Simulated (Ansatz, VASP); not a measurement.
# TaN: VASP beside Ansatz

```
CELL_PARAMETERS angstrom
3.02614 0.00000 0.00000
-1.51307 2.46805 0.00000
0.00000 0.00000 2.88300
ATOMIC_POSITIONS crystal
Ta 0.33333 0.66667 0.50000
N 0.00000 0.00000 0.00000
```

Change from the starting cell: strain +0.0300 x Voigt [1, -1, 0, 0, 0, 0], atoms carried along.

Alike in both runs: task single point; functional r2SCAN; k mesh 18 × 18 × 16; occupations gaussian, width 0.15 eV; no spin polarisation.

```csv
,VASP,Ansatz
version,VASP 6.6.1,Ansatz 0.2.0
potentials or method,"VASP PAW PBE potentials, release 64 (Ta_pv, N), cutoff 520 eV","scalar-relativistic, plane waves, PAW"
valence electrons in the cell,16,18
```

VASP gave:

```
gap on the k mesh at the Fermi level (eV)                     : none
pressure (GPa)                                                : 2.4
traceless stress, the component that is largest in VASP (GPa) : -14.20
rms of the force components (eV/Å)                            : 0.068
```

Problem. Estimate Ansatz's values.

Solution. gap on the k mesh at the Fermi level (eV): none; pressure (GPa): 0.8; traceless stress, the component that is largest in VASP (GPa): -14.13; rms of the force components (eV/Å): 0.064.

VASP's potentials were made for PBE, not for r2SCAN. Atom by atom the forces differ by 0.005 eV/Å (rms over components). A gap of «none» marks a metal or a gap that the smearing closes. VASP's potentials hold 16 valence electrons a cell and Ansatz's 18, so a difference there can come from the potentials and not from the codes.

Spin-orbit coupling is off throughout.
